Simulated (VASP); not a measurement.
# GeH4 in VASP: single point with AM05

Aim: the single point of GeH4 with AM05.

All numbers are computed with VASP 6.6.1; they aren't measurements. Logs are shortened: lines on timing, memory, paths and dates and some standing lists are left out, and cuts for length are marked.

**1. The cell of the first run**

The cell holds a molecule in a box, 5 atoms: a = 12.000 Å, b = 12.000 Å, c = 12.000 Å, α = 90.00°, β = 90.00°, γ = 90.00°.

**2. Single point, AM05**

The input, POSCAR:

```
GeH4
1.0
   12.0000000000      0.0000000000      0.0000000000
    0.0000000000     12.0000000000      0.0000000000
    0.0000000000      0.0000000000     12.0000000000
Ge H
1 4
Direct
    0.5048708300      0.4726291700      0.5210166700
    0.6005375000      0.4095958300      0.5777333300
    0.4016291700      0.4701208300      0.5963666700
    0.4774291700      0.4168625000      0.4093000000
    0.5398458300      0.5939041700      0.5006750000
```

The input, INCAR.step1:

```
SYSTEM = GeH4
ISMEAR   = 0              ! smearing method
SIGMA    = 0.03           ! smearing width, eV
LWAVE    = .True.         ! write WAVECAR
LCHARG   = .True.         ! write CHGCAR
ISIF     = 0              ! what is computed and relaxed
NELM     = 100            ! most SCF steps
ALGO     = Normal         ! electronic algorithm
PREC     = Accurate       ! precision mode
LASPH    = .True.         ! aspherical terms in the spheres
LREAL    = .False.        ! projectors in reciprocal space
EDIFF    = 1E-5           ! SCF threshold, eV
GGA_COMPAT= .False.      
ENCUT    = 410            ! plane-wave cutoff, eV
EFERMI   = MIDGAP       
NELMDL   = -8           
GGA      = PE             ! functional
```

The input, INCAR.step2:

```
SYSTEM = GeH4
GGA      = AM             ! functional
ISMEAR   = 0              ! smearing method
SIGMA    = 0.03           ! smearing width, eV
LWAVE    = .False.        ! write WAVECAR
LCHARG   = .False.        ! write CHGCAR
ISIF     = 0              ! what is computed and relaxed
NELM     = 100            ! most SCF steps
ALGO     = All            ! electronic algorithm
PREC     = Accurate       ! precision mode
LASPH    = .True.         ! aspherical terms in the spheres
LREAL    = .False.        ! projectors in reciprocal space
EDIFF    = 1E-6           ! SCF threshold, eV
GGA_COMPAT= .False.      
ENCUT    = 410            ! plane-wave cutoff, eV
EFERMI   = MIDGAP       
NELMDL   = -8           
ISTART   = 1            
ISEARCH  = 1
```

The input, KPOINTS:

```
k-points
0
Gamma
  1 1 1
```

Potentials or basis: VASP PAW PBE potentials, release 64 (Ge_d, H).

Started as:

```console
cat potpaw_PBE.64/Ge_d/POTCAR potpaw_PBE.64/H/POTCAR > POTCAR
cp INCAR.step1 INCAR
mpirun -np 1 vasp_gam > vasp.out
cp INCAR.step2 INCAR
mpirun -np 1 vasp_gam > vasp.out
```

OUTCAR:

```text
SYSTEM = GeH4
   GGA = AM
   ISMEAR = 0
   ISIF = 0
   NELM = 100
   PREC = Accurate
   LASPH = .True.
   LREAL = .False.
   EDIFF = 1E-6
   ENCUT = 410
   EFERMI = MIDGAP
   NELMDL = -8
   ISTART = 1

 Found      1 irreducible k-points:

 Following reciprocal coordinates:
            Coordinates               Weight
  0.000000  0.000000  0.000000      1.000000
   k-points           NKPTS =      1   k-points in BZ     NKDIM =      1   number of bands    NBANDS=     13
   number of dos      NEDOS =    301   number of ions     NIONS =      5
   total plane-waves  NPLWV = 512000
   dimension x,y,z NGX =    80 NGY =   80 NGZ =   80
   dimension x,y,z NGXF=   160 NGYF=  160 NGZF=  160
   ions per type =               1   4
   NGX,Y,Z   is equivalent  to a cutoff of  11.08, 11.08, 11.08 a.u.
   NGXF,Y,Z  is equivalent  to a cutoff of  22.17, 22.17, 22.17 a.u.
 SYSTEM =  GeH4
   PREC   = accura    normal or accurate (medium, high low for compatibility)
   ISTART =      1    job   : 0-new  1-cont  2-samecut
   ICHARG =      0    charge: 1-file 2-atom 10-const
   ISPIN  =      1    spin polarized calculation?
   LNONCOLLINEAR =      F non collinear calculations
   LSORBIT =      F    spin-orbit coupling
   LASPH  =      T    aspherical Exc in radial PAW
   ENCUT  =  410.0 eV  30.13 Ry    5.49 a.u.  19.81 19.81 19.81*2*pi/ulx,y,z
   NELM   =    100;   NELMIN=  2; NELMDL= -8     # of ELM steps
   EDIFF  = 0.1E-05   stopping-criterion for ELM
   LREAL  =      F    real-space projection
   EDIFFG = 0.1E-04   stopping-criterion for IOM
   NSW    =      0    number of steps for IOM
   IBRION =     -1    ionic relax: 0-MD 1-quasi-New 2-CG
   NFREE  =      0    steps in history (QN), initial steepest desc. (CG)
   ISIF   =      0    stress and relaxation
   ISYM   =      2    0-nonsym 1-usesym 2-fastsym
   POTIM  = 0.5000    time-step for ionic-motion
   TEBEG  =    0.0;   TEEND  =   0.0 temperature during run

   SCALEE = 1.0000    scale energy and forces
   PSTRESS=    0.0 pullay stress
   NELECT =      18.0000    total number of electrons
   NUPDOWN=      -1.0000    fix difference up-down
   EMIN   =  10.00;   EMAX   =-10.00  energy-range for DOS
   EFERMI =   0.00;   METHOD = MIDGAP
   ISMEAR =     0;   SIGMA  =   0.03  broadening in eV -4-tet -1-fermi 0-gaus
   EFERMI_NEDOS =   21; number of points for ismear=-14 and -15
   IALGO  =     58    algorithm
   IMIX   =      4    mixing-type and parameters
     AMIX     =   0.40;   BMIX     =  1.00
     AMIX_MAG =   1.60;   BMIX_MAG =  1.00
  volume/ion in A,a.u.               =     345.60      2332.22
  Fermi-wavevector in a.u.,A,eV,Ry     =   0.357534  0.675642  1.739244  0.127831
  Thomas-Fermi vector in A             =   1.275008
   LORBIT       =      0    0 simple, 1 ext, 2 COOP (PROOUT), +10 PAW based schemes
   GGA     = AM    functional components
   LHFCALC =     F    Hartree Fock is set to
   AEXX    =    0.0000 exact exchange contribution
   IVDW    =     0    specifies the selected vdW correction
   LEPSILON=     F    determine dielectric tensor
   LRPA    =     F    only Hartree local field effects (RPA)

   CSHIFT  =0.1000    complex shift for real part using Kramers Kronig

   OMEGAMAX=  -1.0    maximum frequency
 non-spin polarized calculation
 Gauss-broadening in eV      SIGMA  =   0.03
  energy-cutoff  :      410.00
  volume of cell :     1728.00
 maximum number of plane-waves:     16266
 NGX is ok and might be reduce to    80
   NGX = 39   NGY = 39   NGZ = 39

 number of electron      17.9999980 magnetization

 Free energy of the ion-electron system (eV)
  ---------------------------------------------------
  ext. energy  EPLUGINS =         0.00000000
  ---------------------------------------------------
  free energy    TOTEN  =       -17.41858389 eV

  energy without entropy =      -17.41857315  energy(sigma->0) =      -17.41857852

 E-fermi :  -7.9383     XC(G=0):  -4.0876

 val. band max:       -8.0570868822   @ k =   0.0000   0.0000   0.0000
 cond. band min:      -3.0692538059   @ k =   0.0000   0.0000   0.0000
 fundamental gap:      4.9878330764
 Fermi energy:        -7.9382604857

 k-point     1 :       0.0000    0.0000    0.0000
  band No.  band energies     occupation
      1     -28.3788      2.00000
      2     -28.3787      2.00000
      3     -28.3786      2.00000
      4     -28.3028      2.00000
      5     -28.3028      2.00000
      6     -13.9496      2.00000
      7      -8.0581      2.00000
      8      -8.0572      2.00000
      9      -8.0571      2.00000
     10      -1.8051      0.00000
     11      -3.0655      0.00000
     12      -2.7759      0.00000
     13      -3.0693      0.00000

------------------------ aborting loop because EDIFF is reached ----------------------------------------

 VOLUME and BASIS-vectors are now :
 -----------------------------------------------------------------------------
  energy-cutoff  :      410.00
  volume of cell :     1728.00
      direct lattice vectors                 reciprocal lattice vectors
    12.000000000  0.000000000  0.000000000     0.083333333  0.000000000  0.000000000
     0.000000000 12.000000000  0.000000000     0.000000000  0.083333333  0.000000000
     0.000000000  0.000000000 12.000000000     0.000000000  0.000000000  0.083333333

 POSITION                                       TOTAL-FORCE (eV/Angst)
 -----------------------------------------------------------------------------------
      6.05845      5.67155      6.25220         0.003173      0.002869      0.000625
      7.20645      4.91515      6.93280        -0.032119      0.020177     -0.019232
      4.81955      5.64145      7.15640         0.033144      0.000556     -0.024632
      5.72915      5.00235      4.91160         0.008678      0.019068      0.037292
      6.47815      7.12685      6.00810        -0.012876     -0.042670      0.005947
 -----------------------------------------------------------------------------------
    total drift:                                0.005747      0.003692      0.001615

  FREE ENERGIE OF THE ION-ELECTRON SYSTEM (eV)
  ---------------------------------------------------
  free  energy   TOTEN  =       -17.4185838904 eV

  energy  without entropy=      -17.4185838729  energy(sigma->0) =      -17.41858388
```

It took 12 min on 1 thread of Intel Xeon Platinum 8488C (Sapphire Rapids), shared host; peak memory 0.87 GiB.

Results:

| Property | Result |
| --- | --- |
| Free energy | -17.4186 eV |
| Largest force | 0.045 eV/Å |
| Gap between the frontier levels | 6.25 eV |

Forces on the atoms (eV/Å):
```
Ge   0.003  0.003  0.001
H   -0.032  0.020 -0.019
H    0.033  0.001 -0.025
H    0.009  0.019  0.037
H   -0.013 -0.043  0.006
```

Levels at points of the mesh, in eV from the valence-band top:
```tsv
k point	band 6	band 7	band 8	band 9	band 10	band 11	band 12	band 13
(0.00, 0.00, 0.00)	-5.89	0.00	0.00	0.00	6.25	4.99	5.28	4.99
```

Caveat: the PAW data sets were made with another functional, which shifts forces and pressure a little.
